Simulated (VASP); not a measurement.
Cu: single point with PBE

Crystal: Cu.

```
Cu
1.0
     2.42532    0.00000    0.00000
    -1.21266    2.10039    0.00000
     0.00000    0.00000    2.34978
Cu
1
Direct
  0.00000 0.00000 0.00000
```

This cell differs from its parent crystal: volume scaled by 0.92.

```json
{
 "Program": "VASP 6.6.1",
 "Task": "single point",
 "Functional": "PBE",
 "Potentials or basis": "VASP PAW PBE potentials, release 64 (Cu)",
 "Cutoff": "520 eV",
 "k mesh": "17 × 17 × 16",
 "Occupations": "fermi-dirac, width 0.05 eV",
 "Spin": "no spin polarisation"
}
```

```
Pressure : 12.4 GPa
```

Stress tensor (GPa, compression positive):
```
12.50  0.00  0.00
 0.00 12.50  0.00
 0.00  0.00 12.18
```

Levels at points of the mesh, in eV from the Fermi level:
```
           k point  band 3  band 4  band 5  band 6  band 7  band 8  band 9  band 10
(0.00, 0.00, 0.00)   -3.00   -3.00   -1.50   -1.50   17.61   22.28   23.13    24.97
(0.00, 0.00, 0.50)   -2.79   -2.25   -2.25   -2.14    1.97   27.74   29.95    30.49
```

Wall time 15 s on 1 thread of Intel(R) Xeon(R) 6975P-C (Granite Rapids), with other jobs on the host, peak memory 0.15 GiB.
